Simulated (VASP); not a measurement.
# Ge (P-3m1) in VASP: notebook

Ge is run at these levels: r2SCAN; tasks: single point.

Everything below comes from runs of VASP 6.6.1. Logs are shortened: lines on timing, memory, paths and dates and some standing lists are left out, and cuts for length are marked.

### 1 The cell of the first run

It takes space group P-3m1 (No. 164, trigonal). Conventional cell: a = 4.013 Å, b = 4.013 Å, c = 10.829 Å, α = 90.00°, β = 90.00°, γ = 120.00°. Ge (site symmetry 3m) has 4 Ge at 2.46 Å within 3.2 Å. Within 3.2 Å of Ge (site symmetry 3m) lie 4 Ge at 2.46 Å. Within 3.2 Å of Ge (site symmetry 3m) lie 3 Ge at 2.46 Å.

### 2 Single point, r2SCAN (the distance across one plane changed)

POSCAR

```
Ge
1.0
    2.8375026868     -2.8375026868      0.0000000000
    2.8375026868      0.0000000000     -2.8375026868
    6.2523556429      6.2523556429      6.2523556429
Ge
6
Direct
    0.6666666667      0.6666666667      0.4916182400
    1.0000000000      0.0000000000      0.1890653198
    0.3333333333      0.3333333333      0.7941711602
    0.6666666667      0.6666666667      0.7185329302
    1.0000000000      1.0000000000      0.4159800100
    0.3333333333      0.3333333333      0.1134270898
```

INCAR.step1

```
PREC = Accurate ; ENCUT = 520
ISMEAR = 0 ; SIGMA = 0.03
LREAL = F ; LASPH = T
NELM = 60 ; NBANDS = 51
GGA = PE ; ALGO = Normal
EDIFF = 1E-4 ; LWAVE = T
LCHARG = F
```

INCAR.step2

```
PREC = Accurate ; ENCUT = 520
EDIFF = 1E-6 ; ISMEAR = 0
SIGMA = 0.03 ; LREAL = F
LASPH = T ; NELM = 60
ALGO = Normal ; ISIF = 2
LWAVE = F ; LCHARG = F
METAGGA = R2SCAN ; LMIXTAU = T
NBANDS = 51 ; ISTART = 1
```

KPOINTS

```
Automatic mesh
0
Gamma
  10 10 4
```

Potentials or basis: VASP PAW PBE potentials, release 64 (Ge_d).

Started as:

```sh
cat potpaw_PBE.64/Ge_d/POTCAR > POTCAR
cp INCAR.step1 INCAR
mpirun -np 1 vasp_std > vasp.out
cp INCAR.step2 INCAR
mpirun -np 1 vasp_std > vasp.out
```

OUTCAR:

```text
PREC = Accurate
   ENCUT = 520
   EDIFF = 1E-6
   ISMEAR = 0
   LREAL = F
   LASPH = T
   NELM = 60
   ISIF = 2
   METAGGA = R2SCAN
   ISTART = 1

 ion  position               nearest neighbor table
   1  0.667  0.667  0.492-   5 2.46   5 2.46   5 2.46   4 2.46
   2  0.000  0.000  0.189-   6 2.46   6 2.46   6 2.46   5 2.46
   3  0.333  0.333  0.794-   4 2.46   4 2.46   4 2.46
   4  0.667  0.667  0.719-   3 2.46   3 2.46   3 2.46   1 2.46
   5  0.000  0.000  0.416-   1 2.46   1 2.46   1 2.46   2 2.46
   6  0.333  0.333  0.113-   2 2.46   2 2.46   2 2.46

  LATTYP: Found a hexagonal cell.
 ALAT       =     4.0128347829
 C/A-ratio  =     2.6986901346

  Lattice vectors:

 A1 = (  -2.8375026868,   0.0000000000,   2.8375026868)
 A2 = (   2.8375026868,  -2.8375026868,   0.0000000000)
 A3 = (   6.2523556429,   6.2523556429,   6.2523556429)

Analysis of symmetry for initial positions (statically):
=====================================================================
 Subroutine PRICEL returns:
 Original cell was already a primitive cell.

 Routine SETGRP: Setting up the symmetry group for a
 hexagonal supercell.

 Subroutine GETGRP returns: Found 12 space group operations
 (whereof  6 operations were pure point group operations)
 out of a pool of 24 trial point group operations.

The static configuration has the point symmetry C_3v.
 The point group associated with its full space group is D_3d.

Analysis of symmetry for dynamics (positions and initial velocities):
=====================================================================
 Subroutine PRICEL returns:
 Original cell was already a primitive cell.

 Routine SETGRP: Setting up the symmetry group for a
 hexagonal supercell.

 Subroutine GETGRP returns: Found 12 space group operations
 (whereof  6 operations were pure point group operations)
 out of a pool of 24 trial point group operations.

The dynamic configuration has the point symmetry C_3v.
 The point group associated with its full space group is D_3d.

 Subroutine INISYM returns: Found 12 space group operations
 (whereof  6 operations are pure point group operations),
 and found     1 'primitive' translations

----------------------------------------------------------------------------------------

                                     Primitive cell

  volume of cell :     151.0211

  direct lattice vectors                    reciprocal lattice vectors
     2.837502687 -2.837502687  0.000000000     0.117474191 -0.234948383  0.117474191
     2.837502687  0.000000000 -2.837502687     0.117474191  0.117474191 -0.234948383
     6.252355643  6.252355643  6.252355643     0.053313239  0.053313239  0.053313239

  length of vectors
     4.012834783  4.012834783 10.829397640     0.287751827  0.287751827  0.092341239

  position of ions in fractional coordinates (direct lattice)
     0.666666667  0.666666667  0.491618240
     0.000000000  0.000000000  0.189065320
     0.333333333  0.333333333  0.794171160
     0.666666667  0.666666667  0.718532930
     0.000000000  0.000000000  0.415980010
     0.333333333  0.333333333  0.113427090

  ion indices of the primitive-cell ions
   primitive index   ion index
                 1           1
                 2           2
                 3           3
                 4           4
                 5           5
                 6           6

----------------------------------------------------------------------------------------

 KPOINTS: Automatic mesh

Automatic generation of k-mesh.
 Grid dimensions read from file:
 generate k-points for:   10   10    4

 Generating k-lattice:

  Cartesian coordinates                     Fractional coordinates (reciprocal lattice)
     0.011747419 -0.023494838  0.011747419     0.100000000  0.000000000  0.000000000
     0.011747419  0.011747419 -0.023494838     0.000000000  0.100000000  0.000000000
     0.013328310  0.013328310  0.013328310     0.000000000  0.000000000  0.250000000

  Length of vectors
     0.028775183  0.028775183  0.023085310

  Shift w.r.t. Gamma in fractional coordinates (k-lattice)
     0.000000000  0.000000000  0.000000000

 Subroutine IBZKPT returns following result:
 ===========================================

 Found     50 irreducible k-points:

 Following reciprocal coordinates:
            Coordinates               Weight
  0.000000  0.000000  0.000000      1.000000
  0.100000  0.000000  0.000000      6.000000
  0.200000  0.000000  0.000000      6.000000
  0.300000  0.000000  0.000000      6.000000
  0.400000  0.000000  0.000000      6.000000
  0.500000  0.000000  0.000000      3.000000
[... 16 lines left out ...]
  0.400000  0.400000  0.250000      6.000000
  0.500000  0.000000  0.250000      6.000000
 [... further k-points ...]
   k-points           NKPTS =     50   k-points in BZ     NKDIM =     50   number of bands    NBANDS=     51
   number of dos      NEDOS =    301   number of ions     NIONS =      6
   total plane-waves  NPLWV =  75600
   dimension x,y,z NGX =    30 NGY =   30 NGZ =   84
   dimension x,y,z NGXF=    60 NGYF=   60 NGZF=  168
   ions per type =               6
   NGX,Y,Z   is equivalent  to a cutoff of  12.43, 12.43, 12.90 a.u.
   NGXF,Y,Z  is equivalent  to a cutoff of  24.86, 24.86, 25.79 a.u.
 SYSTEM =  unknown system
   PREC   = accura    normal or accurate (medium, high low for compatibility)
   ISTART =      1    job   : 0-new  1-cont  2-samecut
   ICHARG =      0    charge: 1-file 2-atom 10-const
   ISPIN  =      1    spin polarized calculation?
   LNONCOLLINEAR =      F non collinear calculations
   LSORBIT =      F    spin-orbit coupling
   LASPH  =      T    aspherical Exc in radial PAW
   ENCUT  =  520.0 eV  38.22 Ry    6.18 a.u.   7.46  7.46 20.14*2*pi/ulx,y,z
   NELM   =     60;   NELMIN=  2; NELMDL=  0     # of ELM steps
   EDIFF  = 0.1E-05   stopping-criterion for ELM
   LREAL  =      F    real-space projection
[... 7 lines left out ...]
   TEBEG  =    0.0;   TEEND  =   0.0 temperature during run
   PSTRESS=    0.0 pullay stress
   NELECT =      84.0000    total number of electrons
   NUPDOWN=      -1.0000    fix difference up-down
   EMIN   =  10.00;   EMAX   =-10.00  energy-range for DOS
   EFERMI =   0.00;   METHOD = LEGACY
   ISMEAR =     0;   SIGMA  =   0.03  broadening in eV -4-tet -1-fermi 0-gaus
   EFERMI_NEDOS =   21; number of points for ismear=-14 and -15
   IALGO  =     38    algorithm
   IMIX   =      4    mixing-type and parameters
     AMIX     =   0.40;   BMIX     =  1.00
     AMIX_MAG =   1.60;   BMIX_MAG =  1.00
  volume/ion in A,a.u.               =      25.17       169.86
  Fermi-wavevector in a.u.,A,eV,Ry     =   1.346342  2.544218 24.662425  1.812637
  Thomas-Fermi vector in A             =   2.474182
   LORBIT       =      0    0 simple, 1 ext, 2 COOP (PROOUT), +10 PAW based schemes
   METAGGA = R2SCAN    functional components
   LHFCALC =     F    Hartree Fock is set to
   AEXX    =    0.0000 exact exchange contribution
   IVDW    =     0    specifies the selected vdW correction
   LEPSILON=     F    determine dielectric tensor
   LRPA    =     F    only Hartree local field effects (RPA)
 non-spin polarized calculation
 Gauss-broadening in eV      SIGMA  =   0.03
  energy-cutoff  :      520.00
  volume of cell :      151.02
 maximum number of plane-waves:      4107
 NGX is ok and might be reduce to    30
   NGX = 15   NGY = 15   NGZ = 41

 number of electron      84.0000055 magnetization

 Free energy of the ion-electron system (eV)
  ---------------------------------------------------
  ext. energy  EPLUGINS =         0.00000000
  ---------------------------------------------------
  free energy    TOTEN  =       -82.04321691 eV

  energy without entropy =      -82.04294374  energy(sigma->0) =      -82.04308032

 E-fermi :   3.7062     XC(G=0): -10.2217

 val. band max:        3.7059738606   @ k =   0.4000   0.0000   0.2500
 cond. band min:       3.7629873780   @ k =   0.4000   0.0000   0.5000
 fundamental gap:      0.0570135174
 Fermi energy:         3.7061834240

 k-point     1 :       0.0000    0.0000    0.0000
  band No.  band energies     occupation
      1     -21.7567      2.00000
      2     -21.7567      2.00000
      3     -21.7133      2.00000
      4     -21.7006      2.00000
      5     -21.6915      2.00000
      6     -21.6915      2.00000
[... 43 lines left out ...]
     50       7.7797      0.00000
     51       7.8395      0.00000

 k-point     2 :       0.1000    0.0000    0.0000
  band No.  band energies     occupation
      1     -21.7611      2.00000
      2     -21.7593      2.00000
      3     -21.7182      2.00000
      4     -21.6974      2.00000
      5     -21.6866      2.00000
      6     -21.6840      2.00000
[... 43 lines left out ...]
     50       7.9247      0.00000
     51       8.0104      0.00000

 k-point     3 :       0.2000    0.0000    0.0000
  band No.  band energies     occupation
      1     -21.7676      2.00000
      2     -21.7641      2.00000
      3     -21.7277      2.00000
      4     -21.6942      2.00000
      5     -21.6763      2.00000
      6     -21.6672      2.00000
[... 43 lines left out ...]
     50       8.5755      0.00000
     51       8.8505      0.00000
[... 1027 lines left out ...]
 k-point    23 :       0.4000    0.4000    0.2500
  band No.  band energies     occupation
      1     -21.7697      2.00000
      2     -21.7670      2.00000
      3     -21.7474      2.00000
      4     -21.6857      2.00000
      5     -21.6637      2.00000
      6     -21.6549      2.00000
[... 43 lines left out ...]
     50       9.0818      0.00000
     51      10.2182      0.00000

 k-point    24 :       0.5000    0.0000    0.2500
  band No.  band energies     occupation
      1     -21.7702      2.00000
      2     -21.7632      2.00000
      3     -21.7531      2.00000
      4     -21.6833      2.00000
      5     -21.6627      2.00000
      6     -21.6553      2.00000
[... 43 lines left out ...]
     50       9.3725      0.00000
     51      10.4003      0.00000

 [... further k-points ...]

------------------------ aborting loop because EDIFF is reached ----------------------------------------

  FORCE on cell =-STRESS in cart. coord.  units (eV):
  Direction    XX          YY          ZZ          XY          YZ          ZX
  --------------------------------------------------------------------------------------
  -------------------------------------------------------------------------------------
  Total       -1.1205044     -1.1205044     -1.1205044     -1.2830802     -1.2830802     -1.2830802
  in kB      -11.8873937    -11.8873937    -11.8873937    -13.6121553    -13.6121553    -13.6121553
  external PRESSURE =     -11.8873937 kB  Pullay stress =       0.0000000 kB

 VOLUME and BASIS-vectors are now :
 -----------------------------------------------------------------------------
  energy-cutoff  :      520.00
  volume of cell :      151.02
      direct lattice vectors                 reciprocal lattice vectors
     2.837502687 -2.837502687  0.000000000     0.117474191 -0.234948383  0.117474191
     2.837502687  0.000000000 -2.837502687     0.117474191  0.117474191 -0.234948383
     6.252355643  6.252355643  6.252355643     0.053313239  0.053313239  0.053313239

 POSITION                                       TOTAL-FORCE (eV/Angst)
 -----------------------------------------------------------------------------------
      6.85711      1.18210      1.18210        -0.102261     -0.102261     -0.102261
      1.18210      1.18210      1.18210        -0.268267     -0.268267     -0.268267
      6.85711      4.01961      4.01961         0.538677      0.538677      0.538677
      8.27586      2.60085      2.60085         0.268267      0.268267      0.268267
      2.60085      2.60085      2.60085         0.102261      0.102261      0.102261
      2.60085     -0.23665     -0.23665        -0.538677     -0.538677     -0.538677
 -----------------------------------------------------------------------------------
    total drift:                               -0.000337     -0.000336     -0.000336

  FREE ENERGIE OF THE ION-ELECTRON SYSTEM (eV)
  ---------------------------------------------------
  free  energy   TOTEN  =       -82.0432169064 eV

  energy  without entropy=      -82.0429437355  energy(sigma->0) =      -82.04308032
```

Wall time 11 min (1 thread of Intel Xeon 6975P-C (Granite Rapids), shared host); peak memory 0.45 GiB.

What came out:

```
Free energy            : -82.0432 eV
Pressure               : -1.2 GPa
Largest force          : 0.933 eV/Å
Band gap on the k mesh : zero (bands 42 and 43 overlap by 0.49 eV)
```

Forces in eV/Å, atoms in the order of the input:
```
Ge  -0.102 -0.102 -0.102
Ge  -0.268 -0.268 -0.268
Ge   0.539  0.539  0.539
Ge   0.268  0.268  0.268
Ge   0.102  0.102  0.102
Ge  -0.539 -0.539 -0.539
```

Levels at points of the mesh, in eV from the Fermi level:
```tsv
k point	band 40	band 41	band 42	band 43	band 44	band 45
(0.00, 0.00, 0.00)	-0.62	-0.04	-0.04	0.25	0.70	1.16
(0.50, 0.00, 0.00)	-2.14	-1.85	-1.66	0.60	1.27	1.86
(0.00, 0.00, 0.50)	-0.56	-0.14	-0.14	0.65	1.23	1.24
(0.50, 0.00, 0.50)	-2.27	-1.55	-0.81	-0.28	1.32	1.76
```

Caveat: the cell differs from its parent crystal (the distance across one plane changed); semilocal functionals underestimate gaps, and a narrow one can read as zero; the PAW data sets were made with another functional, which shifts forces and pressure a little.

### 3 Single point, r2SCAN (the distance across one plane changed)

POSCAR

```
Ge
1.0
    2.8375026868     -2.8375026868      0.0000000000
    2.8375026868      0.0000000000     -2.8375026868
    8.2730815851      8.2730815851      8.2730815851
Ge
6
Direct
    0.6666666667      0.6666666667      0.3715389539
    1.0000000000      0.0000000000      0.1428855267
    0.3333333333      0.3333333333      0.6001923810
    0.6666666667      0.6666666667      0.5430290242
    1.0000000000      1.0000000000      0.3143755971
    0.3333333333      0.3333333333      0.0857221699
```

INCAR.step1

```
PREC = Accurate ; ENCUT = 520
ISMEAR = 0 ; SIGMA = 0.03
LREAL = False ; LASPH = True
NELM = 80 ; NBANDS = 51
GGA = PE ; ALGO = Normal
EDIFF = 1E-4 ; LWAVE = True
LCHARG = False
```

INCAR.step2

```
PREC = Accurate ; ENCUT = 520
EDIFF = 1E-7 ; ISMEAR = 0
SIGMA = 0.03 ; LREAL = False
LASPH = True ; NELM = 80
ALGO = Normal ; ISIF = 2
LWAVE = False ; LCHARG = False
METAGGA = R2SCAN ; LMIXTAU = True
NBANDS = 51 ; ISTART = 1
```

KPOINTS is that of step 2.

Potentials or basis: VASP PAW PBE potentials, release 64 (Ge_d).

Started as:

```sh
cat potpaw_PBE.64/Ge_d/POTCAR > POTCAR
cp INCAR.step1 INCAR
mpirun -np 1 vasp_std > vasp.out
cp INCAR.step2 INCAR
mpirun -np 1 vasp_std > vasp.out
```

Run time: 58 min. Hardware: 1 thread of Oxide Virtual Turin-like, shared host; peak memory 0.51 GiB.

Results (log left out):

| Item | Value |
| --- | --- |
| Free energy | -81.0880 eV |
| Pressure | 0.2 GPa |
| Largest force | 0.581 eV/Å |
| Band gap on the k mesh | zero (bands 42 and 43 overlap by 0.22 eV) |

Forces in eV/Å, atoms in the order of the input:
```
Ge  -0.218 -0.218 -0.218
Ge  -0.336 -0.336 -0.336
Ge  -0.090 -0.090 -0.090
Ge   0.336  0.336  0.336
Ge   0.218  0.218  0.218
Ge   0.090  0.090  0.090
```

Stress tensor (GPa, compression positive):
```
0.20 0.61 0.61
0.61 0.20 0.61
0.61 0.61 0.20
```

Levels at points of the mesh, in eV from the Fermi level:
```csv
k point,band 40,band 41,band 42,band 43,band 44,band 45
"(0.00, 0.00, 0.00)",-0.31,0.18,0.18,0.94,1.10,1.57
"(0.50, 0.00, 0.00)",-1.90,-1.33,-0.77,0.17,1.58,2.19
"(0.00, 0.00, 0.50)",-0.31,0.18,0.18,0.94,1.22,1.59
"(0.50, 0.00, 0.50)",-1.90,-1.33,-0.75,0.15,1.58,2.19
```

Caveat: the cell differs from its parent crystal (the distance across one plane changed); the PAW data sets were made with another functional, which shifts forces and pressure a little.

The gap in the log of VASP goes by the Fermi energy; the results here count the filled bands.